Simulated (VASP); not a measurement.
# PbO: relaxation of shape and atoms at fixed volume with r2SCAN

The system is PbO.

```
Pb O
1.0
     4.02762    0.00000    0.00000
     0.00000    4.02762    0.00000
     0.00000    0.00000    5.60656
Pb O
2 2
Direct
  0.50000 0.00000 0.21426
  0.00000 0.50000 0.78574
  0.00000 0.00000 0.00000
  0.50000 0.50000 0.00000
```

This cell differs from its parent crystal: volume scaled by 1.070.

```json
{"Program": "VASP 6.6.1", "Task": "relaxation of shape and atoms at fixed volume", "Functional": "r2SCAN", "Potentials or basis": "VASP PAW PBE potentials, release 64 (Pb_d, O)", "Cutoff": "600 eV", "k mesh": "6 × 6 × 4", "Occupations": "gaussian, width 0.05 eV", "Spin": "no spin polarisation", "Dipole correction": "no", "Further INCAR settings": "ALGO = Normal; EDIFF = 1e-06; IBRION = 2; EDIFFG = -0.01; NSW = 60; ISIF = 4"}
```

```
Energy gained by relaxing    : 2.0 meV/atom
Ionic steps                  : 5
Pressure after relaxing      : -0.7 GPa
Largest force after relaxing : 0.005 eV/Å
Band gap on the k mesh       : 2.16 eV, indirect (least direct gap 2.31 eV)
```

Forces in eV/Å, atoms in the order of the input:
```
Pb   0.000  0.000  0.005
Pb   0.000  0.000 -0.005
O    0.000  0.000  0.000
O    0.000  0.000  0.000
```

Step by step:
```
step  energy change (eV)  largest force (eV/Å)  pressure (GPa)  volume (Å³)
   1              0.0000                0.2929           -2.06        90.95
   2             -0.0054                0.0713           -1.35        90.95
   3             -0.0059                0.0158           -1.08        90.95
   4             -0.0068                0.0126           -0.98        90.95
   5             -0.0079                0.0054           -0.70        90.95
```

Final structure:
```
Pb O
1.0
     4.00064    0.00000    0.00000
     0.00000    4.00064    0.00000
     0.00000    0.00000    5.68243
Pb O
2 2
Cartesian
  2.0003 4.0006 1.1934
  0.0000 2.0003 4.4890
  0.0000 0.0000 0.0000
  2.0003 2.0003 0.0000
```

Levels at points of the mesh, in eV from the valence-band top:
| k point | band 16 | band 17 | band 18 | band 19 | band 20 | band 21 | band 22 | band 23 | band 24 |
| --- | --- | --- | --- | --- | --- | --- | --- | --- | --- |
| (0.00, 0.00, 0.00) | -4.17 | -1.69 | -1.63 | -1.63 | 0.00 | 2.31 | 4.70 | 6.44 | 6.44 |
| (0.50, 0.00, 0.00) | -3.22 | -2.95 | -2.95 | -1.45 | -1.45 | 3.42 | 3.42 | 6.17 | 6.17 |
| (0.50, 0.50, 0.00) | -3.48 | -1.73 | -1.73 | -1.00 | -1.00 | 2.16 | 2.16 | 5.59 | 5.59 |
| (0.00, 0.00, 0.50) | -4.12 | -1.70 | -1.65 | -1.65 | -0.94 | 2.24 | 4.71 | 5.03 | 5.03 |
| (0.50, 0.00, 0.50) | -3.45 | -2.94 | -2.94 | -1.05 | -1.05 | 3.12 | 3.12 | 6.91 | 6.91 |
| (0.50, 0.50, 0.50) | -3.64 | -1.97 | -1.97 | -1.00 | -1.00 | 4.09 | 4.09 | 4.31 | 4.31 |

Run time: 26 min on 1 thread of Oxide Virtual Turin-like Processor (shared host), peak memory 0.24 GiB.

Caveat: the cell differs from its parent crystal (volume scaled by 1.070); the PAW data sets were made with another functional, which shifts forces and pressure a little; spin-orbit coupling is left out, which moves the levels of the heavy elements. A k mesh can miss the band edges.
